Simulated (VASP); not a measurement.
# Al3Si8N3 in VASP: a series of runs

Runs on Al3Si8N3. Level: PBE. Tasks: single point.

All numbers are computed with VASP 6.6.1; they aren't measurements. Logs are shortened: lines on timing, memory, paths and dates and some standing lists are left out, and cuts for length are marked.

## (1) The cell of the first run

The cell holds a disordered packing, 14 atoms: a = 5.779 Å, b = 5.948 Å, c = 6.533 Å, α = 88.72°, β = 94.71°, γ = 91.30°.

## (2) Single point, PBE

File INCAR:

```
SYSTEM = Al3Si8N3
  ALGO = Normal
  EDIFF = 1E-6
  ENCUT = 520
  GGA = PE
  GGA_COMPAT = .False.
  ISIF = 2
  ISMEAR = -1
  ISYM = -1
  LASPH = .True.
  LCHARG = .False.
  LREAL = .False.
  LWAVE = .False.
  NBANDS = 41
  NELM = 120
  PREC = Accurate
  SIGMA = 0.2482
```

File KPOINTS:

```
explicit points
1
Reciprocal
  0.25000000   0.25000000   0.25000000 1
```

File POSCAR:

```
Al3Si8N3
1.0
    5.7732050000     -0.0648510000     -0.2515370000
   -0.0648510000      5.9471390000      0.0684970000
   -0.2515370000      0.0684970000      6.5273540000
Al N Si
3 3 8
Direct
    0.5613859917      0.7349570672      0.2189527324
    0.0994142484      0.0606223010      0.2733968337
    0.0788499334      0.9099489499      0.8605721250
    0.9191464178      0.2979971284      0.2608613572
    0.5615646360      0.3918055564      1.0185252368
    0.1606976236      0.6756956191      0.0772681052
    0.8862805268      0.2706562845      0.7303769952
    0.0211167082      0.5705414199      0.2904698072
    0.5814424396      0.9381432055      0.8782877858
    0.2196522037      0.3793436301      0.9607627770
    0.8721240111      0.7426510455      0.5383026704
    0.2645975245      0.5865537999      0.5705130887
    0.6254877936      0.1596944396      0.1595030288
    0.3752049910      0.1671843198      0.5642003350
```

Potentials or basis: VASP PAW PBE potentials, release 64 (Al, N, Si).

Run with:

```console
$ cat potpaw_PBE.64/Al/POTCAR potpaw_PBE.64/N/POTCAR potpaw_PBE.64/Si/POTCAR > POTCAR
$ mpirun -np 1 vasp_std > vasp.out
```

OUTCAR:

```text
SYSTEM = Al3Si8N3
   EDIFF = 1E-6
   ENCUT = 520
   GGA = PE
   ISIF = 2
   ISMEAR = -1
   ISYM = -1
   LASPH = .True.
   LREAL = .False.
   NELM = 120
   PREC = Accurate

 ion  position               nearest neighbor table
   1  0.561  0.735  0.219-   6 2.44   5 2.45   9 2.52  13 2.57  11 2.64   8 2.85  12 3.08
   2  0.099  0.061  0.273-   4 1.77  14 2.46  13 2.85   3 2.85  10 2.87  11 2.90   8 2.94   8 3.08
                            13 3.23
   3  0.079  0.910  0.861-   6 2.00   7 2.54  11 2.54   2 2.85   9 2.90   9 2.90  10 2.96  12 3.01
                            14 3.05
   4  0.919  0.298  0.261-   8 1.72   2 1.77  13 1.94
   5  0.562  0.392  0.019-  13 1.67  10 1.98   1 2.45
   6  0.161  0.676  0.077-   8 1.76  10 1.98   3 2.00   1 2.44
   7  0.886  0.271  0.730-  10 2.43   3 2.54   9 2.83  11 3.05  12 3.08  14 3.11
   8  0.021  0.571  0.290-   4 1.72   6 1.76  11 2.18  12 2.22  10 2.80   1 2.85   2 2.94   2 3.08

   9  0.581  0.938  0.878-  13 2.28   1 2.52  14 2.65   7 2.83   3 2.90   3 2.90
  10  0.220  0.379  0.961-   5 1.98   6 1.98   7 2.43   8 2.80  12 2.84   2 2.87  13 2.91   3 2.96
                            14 3.11
  11  0.872  0.743  0.538-   8 2.18  12 2.46   3 2.54   1 2.64   2 2.90   7 3.05
  12  0.265  0.587  0.571-   8 2.22  11 2.46  14 2.59  10 2.84   3 3.01   1 3.08   7 3.08
  13  0.625  0.160  0.160-   5 1.67   4 1.94   9 2.28   1 2.57   2 2.85  10 2.91  14 3.12   2 3.23

  14  0.375  0.167  0.564-   2 2.46  12 2.59   9 2.65   3 3.05  10 3.11   7 3.11  13 3.12

IMPORTANT INFORMATION: All symmetrisations will be switched off!
NOSYMM: (Re-)initialisation of all symmetry stuff for point group C_1.

----------------------------------------------------------------------------------------

                                     Primitive cell

  volume of cell :     223.6819

  direct lattice vectors                    reciprocal lattice vectors
     5.773205000 -0.064851000 -0.251537000     0.173524922  0.001815417  0.006667876
    -0.064851000  5.947139000  0.068497000     0.001815417  0.168187398 -0.001694973
    -0.251537000  0.068497000  6.527354000     0.006667876 -0.001694973  0.153476174

  length of vectors
     5.779045984  5.947887001  6.532557917     0.173662474  0.168205735  0.153630301

  position of ions in fractional coordinates (direct lattice)
     0.561385992  0.734957067  0.218952732
     0.099414248  0.060622301  0.273396834
     0.078849933  0.909948950  0.860572125
     0.919146418  0.297997128  0.260861357
     0.561564636  0.391805556  0.018525237
     0.160697624  0.675695619  0.077268105
     0.886280527  0.270656284  0.730376995
     0.021116708  0.570541420  0.290469807
     0.581442440  0.938143205  0.878287786
     0.219652204  0.379343630  0.960762777
     0.872124011  0.742651045  0.538302670
     0.264597524  0.586553800  0.570513089
     0.625487794  0.159694440  0.159503029
     0.375204991  0.167184320  0.564200335

  ion indices of the primitive-cell ions
   primitive index   ion index
                 1           1
                 2           2
                 3           3
                 4           4
                 5           5
                 6           6
                 7           7
                 8           8
                 9           9
                10          10
                11          11
                12          12
                13          13
                14          14

----------------------------------------------------------------------------------------

 KPOINTS: explicit points

Read explicit list of k-points.

 Found      1 k-points:

 Following reciprocal coordinates:
            Coordinates               Weight
  0.250000  0.250000  0.250000      1.000000
   k-points           NKPTS =      1   k-points in BZ     NKDIM =      1   number of bands    NBANDS=     41
   number of dos      NEDOS =    301   number of ions     NIONS =     14
   total plane-waves  NPLWV = 115200
   dimension x,y,z NGX =    48 NGY =   48 NGZ =   50
   dimension x,y,z NGXF=    96 NGYF=   96 NGZF=  100
   ions per type =               3   3   8
   NGX,Y,Z   is equivalent  to a cutoff of  13.81, 13.42, 12.72 a.u.
   NGXF,Y,Z  is equivalent  to a cutoff of  27.62, 26.83, 25.45 a.u.
 SYSTEM =  Al3Si8N3
   PREC   = accura    normal or accurate (medium, high low for compatibility)
   ISTART =      0    job   : 0-new  1-cont  2-samecut
   ICHARG =      2    charge: 1-file 2-atom 10-const
   ISPIN  =      1    spin polarized calculation?
   LNONCOLLINEAR =      F non collinear calculations
   LSORBIT =      F    spin-orbit coupling
   LASPH  =      T    aspherical Exc in radial PAW
   ENCUT  =  520.0 eV  38.22 Ry    6.18 a.u.  10.75 11.06 12.15*2*pi/ulx,y,z
   NELM   =    120;   NELMIN=  2; NELMDL= -5     # of ELM steps
   EDIFF  = 0.1E-05   stopping-criterion for ELM
   LREAL  =      F    real-space projection
   EDIFFG = 0.1E-04   stopping-criterion for IOM
   NSW    =      0    number of steps for IOM
   IBRION =     -1    ionic relax: 0-MD 1-quasi-New 2-CG
   NFREE  =      0    steps in history (QN), initial steepest desc. (CG)
   ISIF   =      2    stress and relaxation
   ISYM   =     -1    0-nonsym 1-usesym 2-fastsym
   POTIM  = 0.5000    time-step for ionic-motion
   TEBEG  =    0.0;   TEEND  =   0.0 temperature during run
   PSTRESS=    0.0 pullay stress
   NELECT =      56.0000    total number of electrons
   NUPDOWN=      -1.0000    fix difference up-down
   EMIN   =  10.00;   EMAX   =-10.00  energy-range for DOS
   EFERMI =   0.00;   METHOD = LEGACY
   ISMEAR =    -1;   SIGMA  =   0.25  broadening in eV -4-tet -1-fermi 0-gaus
   EFERMI_NEDOS =   21; number of points for ismear=-14 and -15
   IALGO  =     38    algorithm
   IMIX   =      4    mixing-type and parameters
     AMIX     =   0.40;   BMIX     =  1.00
     AMIX_MAG =   1.60;   BMIX_MAG =  1.00
  volume/ion in A,a.u.               =      15.98       107.82
  Fermi-wavevector in a.u.,A,eV,Ry     =   1.031796  1.949812 14.484805  1.064603
  Thomas-Fermi vector in A             =   2.165962
   LORBIT       =      0    0 simple, 1 ext, 2 COOP (PROOUT), +10 PAW based schemes
   GGA     = PE    functional components
   LHFCALC =     F    Hartree Fock is set to
   AEXX    =    0.0000 exact exchange contribution
   IVDW    =     0    specifies the selected vdW correction
   LEPSILON=     F    determine dielectric tensor
   LRPA    =     F    only Hartree local field effects (RPA)
 non-spin polarized calculation
  energy-cutoff  :      520.00
  volume of cell :      223.68
 maximum number of plane-waves:      6017
 NGX is ok and might be reduce to    42
   NGX = 21   NGY = 23   NGZ = 25

 number of electron      55.9999998 magnetization

 Free energy of the ion-electron system (eV)
  ---------------------------------------------------
  ext. energy  EPLUGINS =         0.00000000
  ---------------------------------------------------
  free energy    TOTEN  =       -75.16333709 eV

  energy without entropy =      -74.13180037  energy(sigma->0) =      -74.64756873

 E-fermi :   6.6062     XC(G=0): -10.0840

 val. band max:        6.4962176542   @ k =   0.2500   0.2500   0.2500
 cond. band min:       6.6294399575   @ k =   0.2500   0.2500   0.2500
 fundamental gap:      0.1332223033
 Fermi energy:         6.6062158734

 k-point     1 :       0.2500    0.2500    0.2500
  band No.  band energies     occupation
      1      -9.8874      2.00000
      2      -9.0639      2.00000
      3      -8.2271      2.00000
      4      -4.5080      2.00000
      5      -3.1576      2.00000
      6      -2.7320      2.00000
[... 32 lines left out ...]
     39      10.4227      0.00000
     40      10.7771      0.00000
 [bands above 40 left out]

------------------------ aborting loop because EDIFF is reached ----------------------------------------

  FORCE on cell =-STRESS in cart. coord.  units (eV):
  Direction    XX          YY          ZZ          XY          YZ          ZX
  --------------------------------------------------------------------------------------
  -------------------------------------------------------------------------------------
  Total      -12.5849414     -0.6542249      4.5806426    -10.4215755      2.9470003      0.0273558
  in kB      -90.1427652     -4.6860481     32.8099894    -74.6471201     21.1086205      0.1959427
  external PRESSURE =     -20.6729413 kB  Pullay stress =       0.0000000 kB

 VOLUME and BASIS-vectors are now :
 -----------------------------------------------------------------------------
  energy-cutoff  :      520.00
  volume of cell :      223.68
      direct lattice vectors                 reciprocal lattice vectors
     5.773205000 -0.064851000 -0.251537000     0.173524922  0.001815417  0.006667876
    -0.064851000  5.947139000  0.068497000     0.001815417  0.168187398 -0.001694973
    -0.251537000  0.068497000  6.527354000     0.006667876 -0.001694973  0.153476174

 POSITION                                       TOTAL-FORCE (eV/Angst)
 -----------------------------------------------------------------------------------
      3.13826      4.34948      1.33831        -0.781506     -1.149383     -0.194876
      0.50124      0.37281      1.76370         0.660094     -1.451060      0.073012
      0.17974      5.46543      5.65975         0.379782     -0.427817      0.347055
      5.22148      1.73049      1.49195        -1.926433      0.140120     -0.412234
      3.21196      2.29497      0.00650        -3.301591      1.729804     -0.290824
      0.86449      4.01333      0.51022         0.290230     -1.051159      0.148889
      4.91541      1.60218      4.56304        -0.229335     -0.015905     -0.614591
      0.01185      3.41162      1.92977        -0.882972     -0.959734     -2.355952
      3.07502      5.60172      5.65090         0.718490     -0.138343     -2.106195
      1.00183      2.30757      6.24197         1.718384      1.209381      0.066863
      4.85139      4.39696      3.34519        -1.428875      0.965791      0.842088
      1.34603      3.51024      3.69756         1.853950     -0.091177      1.789669
      3.56059      0.92009      0.89474         1.938873      1.235540      2.597611
      2.01338      1.00858      3.59981         0.990909      0.003942      0.109486
 -----------------------------------------------------------------------------------
    total drift:                                0.000344      0.000201     -0.000148

  FREE ENERGIE OF THE ION-ELECTRON SYSTEM (eV)
  ---------------------------------------------------
  free  energy   TOTEN  =       -75.1633370887 eV

  energy  without entropy=      -74.1318003658  energy(sigma->0) =      -74.64756873
```

Run time: 27 s. Hardware: 1 thread of Intel Xeon 8259CL, shared host; peak memory 0.33 GiB.

Results:

- Free energy: -75.1633 eV
- Pressure: -2.1 GPa
- Largest force: 3.739 eV/Å

Forces in eV/Å, atoms in the order of the input:
```
Al  -0.782 -1.149 -0.195
Al   0.660 -1.451  0.073
Al   0.380 -0.428  0.347
N   -1.926  0.140 -0.412
N   -3.302  1.730 -0.291
N    0.290 -1.051  0.149
Si  -0.229 -0.016 -0.615
Si  -0.883 -0.960 -2.356
Si   0.718 -0.138 -2.106
Si   1.718  1.209  0.067
Si  -1.429  0.966  0.842
Si   1.854 -0.091  1.790
Si   1.939  1.236  2.598
Si   0.991  0.004  0.109
```

Caveat: the atoms stand as in a frame of molecular dynamics.

## (3) Single point, PBE

File INCAR:

```
  ALGO = Normal
  EDIFF = 1E-6
  ENCUT = 520
  GGA = PE
  GGA_COMPAT = False
  ISIF = 2
  ISMEAR = -1
  ISYM = -1
  LASPH = True
  LCHARG = True
  LELF = True
  LREAL = False
  LVHAR = True
  LWAVE = False
  NBANDS = 41
  NELM = 120
  PREC = Accurate
  SIGMA = 0.2482
```

KPOINTS is that of step 2.

File POSCAR:

```
Al3Si8N3
1.0
    5.7732050000     -0.0648510000     -0.2515370000
   -0.0648510000      5.9471390000      0.0684970000
   -0.2515370000      0.0684970000      6.5273540000
Al N Si
3 3 8
Direct
    0.4993919682      0.7539144349      0.0960498972
    0.2217106062      0.1696388130      0.2320912380
    0.2295616020      1.0340960018      0.7972704963
    0.9727448265      0.3870021853      0.1826165437
    0.4223307995      0.4256602925      1.1068462610
    0.1920497578      0.7862023049      0.1401408780
    0.9078780811      0.2308110770      0.5342313382
   -0.0426829663      0.5943078077      0.4309506353
    0.8312271406      0.9289895783      0.8356535255
    0.1890926902      0.5250758250      0.9591359208
    0.6857290776      0.8558637829      0.4965667763
    0.3418654164      0.5618143260      0.5367596434
    0.7320645958      0.1618714659      0.1164578514
    0.4525106102      0.1705333828      0.5082125370
```

Potentials or basis: VASP PAW PBE potentials, release 64 (Al, N, Si).

Run with:

```console
$ cat potpaw_PBE.64/Al/POTCAR potpaw_PBE.64/N/POTCAR potpaw_PBE.64/Si/POTCAR > POTCAR
$ mpirun -np 1 vasp_std > vasp.out
```

It took 30 s on 1 thread of Intel Xeon 8259CL, shared host; peak memory 0.32 GiB.

Results (log left out):

```
Free energy   : -73.4065 eV
Pressure      : 0.5 GPa
Largest force : 3.672 eV/Å
```

Forces in eV/Å, atoms in the order of the input:
```
Al   2.455  0.041  0.827
Al  -1.484 -0.165 -3.354
Al   0.629 -0.185  0.426
N   -1.217 -0.772 -0.375
N    2.424 -0.562  0.337
N   -0.547  0.290 -0.322
Si  -0.524 -1.283  1.013
Si   0.493  0.392 -2.816
Si  -0.864  0.279  1.137
Si  -3.194  0.134 -0.042
Si   0.121 -1.071 -1.198
Si   0.442  0.455  1.357
Si   0.316  1.802  0.316
Si   0.949  0.644  2.694
```

Stress tensor (GPa, compression positive):
```
 2.58 -3.25  7.23
-3.25 -4.03 -0.76
 7.23 -0.76  3.01
```

Levels at points of the mesh, in eV from the Fermi level:
| k point | band 25 | band 26 | band 27 | band 28 | band 29 | band 30 | band 31 | band 32 |
| --- | --- | --- | --- | --- | --- | --- | --- | --- |
| (0.25, 0.25, 0.25) | -1.71 | -1.10 | -0.50 | -0.07 | 0.12 | 0.42 | 0.95 | 1.25 |

Caveat: the atoms stand as in a frame of molecular dynamics.
